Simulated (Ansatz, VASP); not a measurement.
## One calculation of Li3Ta2O, two programs

```xyz
6
Lattice="2.8227 0.0000 0.0000 -1.4114 2.4446 0.0000 0.0000 0.0000 13.1642" Properties=species:S:1:pos:R:3 pbc="T T T"
Li    0.0000    0.0000    6.5821
Li    0.0000    1.6297    0.8839
Li    1.4114    0.8149   12.2803
Ta    0.0000    1.6297    9.1994
Ta    1.4114    0.8149    3.9648
O     0.0000    0.0000    0.0000
```

Change from the starting cell: species swapped into the K3I2Br type (P-3m1, No. 164).

Alike in both runs: functional PBE; k mesh 18 × 18 × 4; occupations gaussian, width 0.1 eV; no spin polarisation.

Ansatz relaxed the structure, and its values are those at the end. VASP's run is a single point on that final structure, the one shown.

|  | VASP | Ansatz |
| --- | --- | --- |
| version | VASP 6.6.1 | Ansatz 0.2.0 |
| potentials or method | VASP PAW PBE potentials, release 64 (Li_sv, Ta_pv, O), cutoff 520 eV | scalar-relativistic, plane waves, PAW |
| valence electrons in the cell | 37 | 41 |

Ansatz gave:

| Quantity | Value |
| --- | --- |
| gap on the k mesh at the Fermi level (eV) | none |
| rms of the force components (eV/Å) | 0.001 |

**Question.** Estimate VASP's values.

**Answer.** gap on the k mesh at the Fermi level (eV): none; rms of the force components (eV/Å): 0.016.

A gap of «none» marks a metal or a gap that the smearing closes. The functional is the same, so the differences come from potentials, cutoffs and numerics. VASP's potentials hold 37 valence electrons a cell and Ansatz's 41, so a difference there can come from the potentials and not from the codes.

Spin-orbit coupling is off throughout. Noted on VASP's run: the cutoff is under 1.25 times that of the potentials, so the pressure is a little rough.
